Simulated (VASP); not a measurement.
Here is a VASP 6.6.1 calculation.

Contents of INCAR:

```
SYSTEM = Ag
PREC = Accurate
ENCUT = 500
EDIFF = 1E-6
ISMEAR = 1
SIGMA = 0.1
LREAL = .FALSE.
LASPH = .TRUE.
NELM = 120
ALGO = Normal
ISIF = 2
LWAVE = .FALSE.
LCHARG = .FALSE.
GGA = PS
NBANDS = 18
GGA_COMPAT = .FALSE.
```

File KPOINTS:

```
Automatic mesh
0
G
  11 11 6
  0 0 0
```

POSCAR

```
Ag
1.0
    2.9811893630      0.0000000000      0.0000000000
   -1.4905946815      2.5817852812      0.0000000000
    0.0000000000      0.0000000000      4.8736849996
Ag
2
Direct
    0.3333333333      0.6666666667      0.2500000000
    0.6666666667      0.3333333333      0.7500000000
```

Potentials or basis: VASP PAW PBE potentials, release 64 (Ag).

Run with:

```bash
$ cat potpaw_PBE.64/Ag/POTCAR > POTCAR
$ mpirun -np 1 vasp_std > vasp.out
```

(1) What does it give for the pressure?

(2) Estimate the band gap on the k mesh.

## Answers

(1) -10.0 GPa.

(2) zero (band 11 reaches 10.25 eV, above the bottom of band 12 at 3.70 eV).

Caveat: the PAW data sets were made with another functional, which shifts forces and pressure a little.
